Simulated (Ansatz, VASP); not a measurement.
Be7B in VASP and in Ansatz

```
CELL_PARAMETERS angstrom
4.80637 0.00000 0.00000
0.00000 4.80637 0.00000
0.00000 0.00000 4.80637
ATOMIC_POSITIONS crystal
Be 0.20777 0.20777 0.20777
Be 0.00000 0.50000 0.50000
Be 0.50000 0.50000 0.00000
Be 0.50000 0.00000 0.50000
Be 0.79223 0.20777 0.79223
Be 0.79223 0.79223 0.20777
Be 0.20777 0.79223 0.79223
B 0.00000 0.00000 0.00000
```

Change from the starting cell: species swapped into the Si7Ge type (P-43m, No. 215).

Alike in both runs: functional PBE; k mesh 8 × 8 × 8; occupations gaussian, width 0.1 eV; no spin polarisation.

Ansatz relaxed the structure, and its values are those at the end. VASP's run is a single point on that final structure, the one shown.

```csv
,VASP,Ansatz
version,VASP 6.6.1,Ansatz 0.2.0
potentials or method,"VASP PAW PBE potentials, release 64 (Be, B), cutoff 520 eV","scalar-relativistic, plane waves, PAW"
valence electrons in the cell,17,17
```

```tsv
	VASP	Ansatz	Ansatz less VASP
gap on the k mesh at the Fermi level (eV)	none	none	-
pressure (GPa)	0.0	0.0	-0.05
rms of the force components (eV/Å)	0.003	0.001	-0.0021
```

A gap of «none» marks a metal or a gap that the smearing closes. The functional is the same, so the differences come from potentials, cutoffs and numerics.
